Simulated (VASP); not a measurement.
Crystal: FeB2.

```
Fe B
1.0
     3.04500    0.00000    0.00000
    -1.52250    2.63705    0.00000
     0.00000    0.00000    6.07000
Fe B
2 4
Cartesian
  0.0000 0.0000 0.0000
  0.0000 0.0000 3.0350
  0.0000 1.7580 1.5175
  1.5225 0.8790 1.5175
  0.0000 1.7580 4.5525
  1.5225 0.8790 4.5525
```

Base run:

| Quantity | Value |
| --- | --- |
| Program | VASP 6.6.1 |
| Functional | r2SCAN |
| Potentials or basis | VASP PAW PBE potentials, release 64 (Fe, B) |
| Cutoff | 520 eV |
| k mesh | 10 × 10 × 5 |
| Occupations | fermi-dirac, width 0.05 eV |
| Spin | no spin polarisation |

Its results: pressure -26.1 GPa.

Question: The run is repeated on the same cell with these changes: spin from no spin polarisation to collinear spin, ferromagnetic start; further incar settings from ALGO = Normal; EDIFF = 1e-06; NBANDS = 23 to ALGO = Normal; EDIFF = 1e-07; NBANDS = 27. What comes out?

Answer: Pressure -4.4 GPa; net moment 6.28 μB per cell; site moments Fe +2.95; B +0.12 μB.

Caveats: the PAW data sets were made with another functional, which shifts forces and pressure a little; the cell stands under tension (at least some runs); the stress differs along the axes, from -10 to 7 GPa (at least some runs).
